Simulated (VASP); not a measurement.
The system is GaAs.

```
Ga As
1.0
     0.00000    2.87509    2.87509
     2.87509    0.00000    2.87509
     2.87509    2.87509    0.00000
Ga As
1 1
Direct
  0.00000 0.00000 0.00000
  0.75000 0.75000 0.75000
```

* Program: VASP 6.6.1
* Task: relaxation of cell and atoms
* Functional: LDA
* Potentials or basis: VASP PAW LDA potentials, release 64 (Ga_d, As)
* Cutoff: 600 eV
* k mesh: 12 × 12 × 12
* Occupations: gaussian, width 0.1 eV
* Spin: no spin polarisation

At the start: pressure -4.6 GPa; volume 23.77 Å³/atom.

Task: Where does the relaxation end?

Result: Over 3 steps the energy falls by 25.9 meV/atom and the volume is 22.08 Å³/atom (-7.1 %); space group F-43m (No. 216, to 0.1 Å) before and after.

The path:
| step | energy change (eV) | largest force (eV/Å) | pressure (GPa) | volume (Å³) |
| --- | --- | --- | --- | --- |
| 1 | 0.0000 | 0.0000 | -4.60 | 47.53 |
| 2 | -0.0444 | 0.0000 | 2.11 | 42.99 |
| 3 | -0.0519 | 0.0000 | 0.00 | 44.16 |

Final structure:
```
Ga As
1.0
     0.00000    2.80537    2.80537
     2.80537    0.00000    2.80537
     2.80537    2.80537    0.00000
Ga As
1 1
Direct
  0.00000 0.00000 0.00000
  0.75000 0.75000 0.75000
```
